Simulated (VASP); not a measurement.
Wanted: the native input for a VASP 6.6.1 run.

* Task: single point
* Functional: LDA
* Potentials or basis: VASP PAW LDA potentials, release 64 (Sn_d, S)
* Cutoff: 500 eV
* k mesh: 4 × 8 × 8
* Occupations: gaussian, width 0.02 eV
* Spin: no spin polarisation
* Dipole correction: no
* Further INCAR settings: ALGO = Normal; EDIFF = 1e-06; NBANDS = 50

The structure of SnS lies in POSCAR:

```
SnS
1.0
   10.9731486693      0.0000000000      0.0000000000
    0.0000000000      3.9529085460      0.0000000000
    0.0000000000      0.0000000000      4.1871299922
Sn S
4 4
Direct
    0.6177502454      0.2500000000      0.3901751831
    0.3822497546      0.7500000000      0.6098248169
    0.8822497546      0.7500000000      0.8901751831
    0.1177502454      0.2500000000      0.1098248169
    0.3539969349      0.2500000000      0.0263479191
    0.6460030651      0.7500000000      0.9736520809
    0.1460030651      0.7500000000      0.5263479191
    0.8539969349      0.2500000000      0.4736520809
```

One way to write it, as run:

INCAR

```
SYSTEM = SnS
ALGO     = Normal         ! electronic algorithm
EDIFF    = 1E-6           ! SCF threshold, eV
ENCUT    = 500            ! plane-wave cutoff, eV
GGA_COMPAT= .False.      
ISIF     = 2              ! what is computed and relaxed
ISMEAR   = 0              ! smearing method
LASPH    = .True.         ! aspherical terms in the spheres
LCHARG   = .False.        ! write CHGCAR
LREAL    = .False.        ! projectors in reciprocal space
LWAVE    = .False.        ! write WAVECAR
NBANDS   = 50             ! bands
NELM     = 120            ! most SCF steps
PREC     = Accurate       ! precision mode
SIGMA    = 0.02           ! smearing width, eV
```

KPOINTS

```
k-points
0
Gamma
  4 8 8
  0 0 0
```

Potentials or basis: VASP PAW LDA potentials, release 64 (Sn_d, S).

Launch:

```sh
$ cat potpaw_LDA.64/Sn_d/POTCAR potpaw_LDA.64/S/POTCAR > POTCAR
$ mpirun -np 1 vasp_std > vasp.out
```

It gave:

- Pressure: 0.0 GPa
- Largest force: 0.018 eV/Å
- Band gap on the k mesh: 0.63 eV (least direct gap 1.05 eV)

Caveat: semilocal functionals underestimate gaps, and a narrow one can read as zero; spin-orbit coupling is left out, which moves the levels of the heavy elements.

It took 6.5 min on 1 thread of Intel(R) Xeon(R) Platinum 8488C (Sapphire Rapids), on a shared host, peak memory 0.53 GiB.
